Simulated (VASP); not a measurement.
A run of VASP 6.6.1:

INCAR

```
PREC = Accurate
ENCUT = 520
EDIFF = 1E-7
ISMEAR = 0
SIGMA = 0.15
LREAL = False
LASPH = True
NELM = 100
ALGO = Fast
ISIF = 2
LWAVE = False
LCHARG = False
GGA = PE
NBANDS = 10
```

Contents of KPOINTS:

```
Automatic mesh
0
Gamma
  14 14 14
```

Contents of POSCAR:

```
K
1.0
   -2.6180000000      2.6049100000      2.6180000000
    2.6180000000     -2.6049100000      2.6180000000
    2.6180000000      2.6049100000     -2.6180000000
K
1
Direct
    0.0000000000      0.0000000000      0.0000000000
```

Potentials or basis: VASP PAW PBE potentials, release 64 (K_sv).

Command:

```console
$ cat potpaw_PBE.64/K_sv/POTCAR > POTCAR
$ mpirun -np 1 vasp_std > vasp.out
```

Hardware: 1 thread of Intel(R) Xeon(R) Platinum 8488C (Sapphire Rapids), with other jobs on the host.

Q: Estimate the wall time of this run.

A: Run time: 2.3 min on 1 thread of Intel(R) Xeon(R) Platinum 8488C (Sapphire Rapids) (shared host), peak memory 0.31 GiB. Counts: scf iterations 14, k points 244.
